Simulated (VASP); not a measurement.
A run of VASP 6.6.1 is set up as follows.

INCAR

```
  ALGO = Normal
  EDIFF = 1E-7
  ENCUT = 520
  GGA = PE
  ISIF = 2
  ISMEAR = -1
  LASPH = T
  LCHARG = T
  LELF = T
  LREAL = F
  LVHAR = T
  LWAVE = F
  NBANDS = 10
  NELM = 80
  PREC = Accurate
  SIGMA = 0.1
```

Contents of KPOINTS:

```
k-points
0
Gamma
  14 14 8
```

The input POSCAR:

```
Al
1.0
    2.8776024038      0.0000000000      0.0000000000
   -1.4388012019      2.4920767837      0.0000000000
    0.0000000000      0.0000000000      4.6361294923
Al
2
Direct
    0.3333333333      0.6666666667      0.2500000000
    0.6666666667      0.3333333333      0.7500000000
```

Potentials or basis: VASP PAW PBE potentials, release 64 (Al).

Launch:

```sh
$ cat potpaw_PBE.64/Al/POTCAR > POTCAR
$ mpirun -np 1 vasp_std > vasp.out
```

Problem. What does it give for the pressure?

Solution. 0.0 GPa.

Problem. Estimate the band gap on the k mesh.

Solution. Zero (band 3 reaches 12.30 eV, above the bottom of band 4 at 4.69 eV).

Stress tensor (GPa, compression positive):
```
-0.55  0.00  0.00
 0.00 -0.55  0.00
 0.00  0.00  1.12
```
